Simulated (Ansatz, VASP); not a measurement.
## One calculation of Nd, two programs

INCAR

```
SYSTEM = Nd
  ALGO = Normal
  EDIFF = 1E-7
  EDIFFG = -0.005
  ENCUT = 600
  GGA = PS
  GGA_COMPAT = .FALSE.
  IBRION = 2
  ISIF = 3
  ISMEAR = 1
  LASPH = .TRUE.
  LCHARG = .FALSE.
  LMAXMIX = 6
  LREAL = .FALSE.
  LWAVE = .FALSE.
  NELM = 200
  NELMIN = 4
  NSW = 60
  PREC = Accurate
  SIGMA = 0.1
```

File KPOINTS:

```
k-points
0
G
  17 17 9
  0 0 0
```

POSCAR

```
Nd
1.0
    3.6600000000      0.0000000000      0.0000000000
   -1.8300000000      3.1696529780      0.0000000000
    0.0000000000      0.0000000000      5.9072400000
Nd
2
Direct
    0.0000000000      0.0000000000      0.0000000000
    0.3333333333      0.6666666667      0.5000000000
```

Input for Ansatz:

```yaml
crystal:
  lattice:
    - [3.66, 0.0, 0.0]
    - [-1.83, 3.169652978, 0.0]
    - [0.0, 0.0, 5.90724]
  atoms:
    - { symbol: Nd, position: [0.0, 0.0, 0.0] }
    - { symbol: Nd, position: [0.3333333333, 0.6666666667, 0.5] }
kpoints:
  mp_grid: { grid: [17, 17, 9] }
scf:
  occupations: { method: cold, width: 0.1 }
hamiltonian:
  xc: pbesol
  pseudopotentials: { kind: paw, azcp: { folder: soft_1 } }
output:
  forces: true
  stress: true
  populations: false
relax:
  f_tol: 0.005
  max_steps: 40
  cell: {}
```

Alike in both runs: task relaxation of cell and atoms; functional PBEsol; k mesh 17 × 17 × 9; no spin polarisation.

|  | VASP | Ansatz |
| --- | --- | --- |
| version | VASP 6.6.1 | Ansatz 0.2.0 |
| potentials or method | VASP PAW PBE potentials, release 64 (Nd) | plane-wave PAW, scalar-relativistic |
| plane-wave cutoff (eV) | 600 | 420 |
| occupations | methfessel-paxton of order 1, width 0.1 eV | cold, width 0.1 eV |
| valence electrons in the cell | 28 | 28 |

Ansatz gave:

```
relaxed volume (Å³/atom)                                        : 19.04
relaxed length of the cell vector where the two differ most in proportion (Å) : 2.716
```

Question: Estimate VASP's values.

Answer: Relaxed volume (Å³/atom): 19.09; relaxed length of the cell vector where the two differ most in proportion (Å): 2.721.

VASP's potentials were made for PBE, not for PBEsol, and Ansatz warns of the same on its side.

Neither program's run includes spin-orbit coupling. Noted on VASP's run: the volume moved by over 15 % at a fixed basis, so the end points are rough.
